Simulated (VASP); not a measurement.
Ba4HfZr3O12: single point with HSE06

Crystal: Ba4HfZr3O12.

```
Ba Zr Hf O
1.0
     8.34903    0.00000    0.00000
     0.00000    8.34903    0.00000
     0.00000    0.00000    8.34903
Ba Zr Hf O
8 6 2 24
Direct
  0.99991 0.00004 0.00016
  0.00000 0.99977 0.50031
  0.99990 0.50047 0.00050
  0.00005 0.50075 0.50009
  0.49941 0.99989 0.00016
  0.49944 0.00020 0.49997
  0.49936 0.50069 0.00000
  0.49924 0.50045 0.50041
  0.24982 0.25026 0.25019
  0.24963 0.25039 0.75021
  0.74984 0.25042 0.25020
  0.74968 0.25038 0.75018
  0.74974 0.75040 0.25015
  0.74963 0.75037 0.75014
  0.24978 0.75027 0.25024
  0.24966 0.75038 0.75027
  0.25289 0.25373 0.00025
  0.24683 0.24695 0.50024
  0.24775 0.74701 0.00020
  0.25118 0.75348 0.50021
  0.74684 0.24573 0.00021
  0.75272 0.25501 0.50023
  0.75121 0.75508 0.00021
  0.74780 0.74598 0.50020
  0.99994 0.25112 0.24710
  0.99984 0.25001 0.75309
  0.00064 0.74980 0.25183
  0.00054 0.75066 0.74837
  0.49966 0.24967 0.25339
  0.49956 0.25075 0.74730
  0.49875 0.75091 0.24848
  0.49865 0.74999 0.75194
  0.24919 0.99938 0.24711
  0.25017 0.99937 0.75357
  0.25065 0.50125 0.25353
  0.24931 0.50121 0.74693
  0.75071 0.00023 0.25481
  0.74909 0.00020 0.74586
  0.74948 0.50046 0.24549
  0.74995 0.50047 0.75475
```

```json
{
 "Program": "VASP 6.6.1",
 "Task": "single point",
 "Functional": "HSE06",
 "Potentials or basis": "VASP PAW PBE potentials, release 64 (Ba_sv, Zr_sv, Hf_pv, O)",
 "Cutoff": "520 eV",
 "k mesh": "1 × 1 × 1",
 "Occupations": "fermi-dirac, width 0.05 eV",
 "Spin": "no spin polarisation",
 "Dipole correction": "no",
 "Grid for exact exchange (PRECFOCK)": "Fast",
 "Further INCAR settings": "LREAL = Auto; ALGO = Normal; EDIFF = 1e-07; NBANDS = 184",
 "Share of exact exchange": "0.25",
 "Screening parameter": "0.2079 1/Å"
}
```

| Property | Result |
| --- | --- |
| Pressure | 3.6 GPa |
| Largest force | 0.141 eV/Å |
| Band gap on the k mesh | 4.62 eV |

Forces in eV/Å, atoms in the order of the input:
```
Ba   0.013 -0.013  0.006
Ba   0.015 -0.003 -0.004
Ba   0.017  0.022 -0.009
Ba   0.014  0.010  0.007
Ba  -0.015 -0.004 -0.003
Ba  -0.019 -0.017  0.011
Ba  -0.013  0.009  0.008
Ba  -0.009  0.020 -0.007
Zr  -0.011  0.001 -0.002
Zr  -0.003 -0.005  0.000
Zr  -0.019 -0.006 -0.001
Zr   0.000  0.000 -0.002
Zr  -0.008 -0.008  0.004
Zr   0.009 -0.005  0.002
Hf   0.000  0.002 -0.005
Hf   0.005 -0.003 -0.005
O    0.007  0.010  0.000
O   -0.007 -0.012  0.000
O   -0.010 -0.015  0.002
O    0.007  0.012 -0.001
O   -0.009 -0.014  0.001
O    0.009  0.008 -0.002
O    0.008  0.012 -0.002
O   -0.011 -0.019 -0.003
O    0.005  0.004 -0.011
O   -0.001 -0.009  0.021
O    0.133 -0.008  0.013
O    0.128  0.006 -0.011
O    0.010 -0.003  0.012
O    0.004  0.005 -0.018
O   -0.126  0.008 -0.015
O   -0.131 -0.010  0.013
O    0.001 -0.134 -0.021
O   -0.001 -0.134  0.017
O   -0.004  0.133  0.021
O    0.005  0.140 -0.018
O    0.004  0.003  0.016
O    0.002  0.004 -0.022
O    0.000  0.008 -0.016
O   -0.001  0.004  0.024
```

Levels at points of the mesh, in eV from the valence-band top:
| k point | band 156 | band 157 | band 158 | band 159 | band 160 | band 161 |
| --- | --- | --- | --- | --- | --- | --- |
| (0.00, 0.00, 0.00) | 0.00 | 0.00 | 0.00 | 4.62 | 4.62 | 4.64 |

It took 26 min on 1 thread of Oxide Virtual Turin-like Processor, with other jobs on the host, peak memory 0.83 GiB.

Caveat: the k points lie up to 0.75 Å⁻¹ apart; the PAW data sets were made with another functional, which shifts forces and pressure a little; spin-orbit coupling is left out, which moves the levels of the heavy elements. A k mesh can miss the band edges.
